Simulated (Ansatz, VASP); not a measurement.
## Pt: VASP beside Ansatz

File INCAR:

```
PREC = Accurate
ENCUT = 520
EDIFF = 1E-6
ISMEAR = 0
SIGMA = 0.1
LREAL = F
LASPH = T
NELM = 100
ALGO = Normal
ISIF = 2
LWAVE = F
LCHARG = F
GGA = PE
NBANDS = 44
```

File KPOINTS:

```
Automatic mesh
0
Gamma
  4 4 4
```

POSCAR

```
Pt
1.0
    5.4400000000      0.0000000000      0.0000000000
    0.0000000000      5.4400000000      0.0000000000
    0.0000000000      0.0000000000      5.4400000000
Pt
7
Direct
    0.5000000000      0.5000000000      0.0000000000
    0.0000000000      0.5000000000      0.5000000000
    0.5000000000      0.0000000000      0.5000000000
    0.5000000000      0.5000000000      0.5000000000
    0.5000000000      0.0000000000      0.0000000000
    0.0000000000      0.5000000000      0.0000000000
    0.0000000000      0.0000000000      0.5000000000
```

Input for Ansatz:

```yaml
crystal:
  lattice:
    - [5.44, 0.0, 0.0]
    - [0.0, 5.44, 0.0]
    - [0.0, 0.0, 5.44]
  atoms:
    - { symbol: Pt, position: [0.5, 0.5, 0.0] }
    - { symbol: Pt, position: [0.0, 0.5, 0.5] }
    - { symbol: Pt, position: [0.5, 0.0, 0.5] }
    - { symbol: Pt, position: [0.5, 0.5, 0.5] }
    - { symbol: Pt, position: [0.5, 0.0, 0.0] }
    - { symbol: Pt, position: [0.0, 0.5, 0.0] }
    - { symbol: Pt, position: [0.0, 0.0, 0.5] }
basis:
  ecutwfc: 420
kpoints:
  mp_grid: { grid: [4, 4, 4] }
hamiltonian:
  xc: pbe
scf:
  occupations: { method: gaussian, width: 0.1 }
  lower_state_search: "off"
output:
  forces: true
  stress: true
  eigenvalues: true
```

Alike in both runs: task single point; functional PBE; k mesh 4 × 4 × 4; occupations gaussian, width 0.1 eV; no spin polarisation.

|  | VASP | Ansatz |
| --- | --- | --- |
| version | VASP 6.6.1 | Ansatz 0.2.0 |
| potentials or method | VASP PAW PBE potentials, release 64 (Pt), cutoff 520 eV | scalar-relativistic, plane waves, PAW |
| valence electrons in the cell | 70 | 126 |

VASP gave:

- gap on the k mesh at the Fermi level (eV): none
- pressure (GPa): -15.3

What did Ansatz give for the same quantities?

gap on the k mesh at the Fermi level (eV): none; pressure (GPa): -15.1.

A gap of «none» marks a metal or a gap that the smearing closes. VASP's potentials hold 70 valence electrons a cell and Ansatz's 126, so a difference there can come from the potentials and not from the codes.

Neither program's run includes spin-orbit coupling.
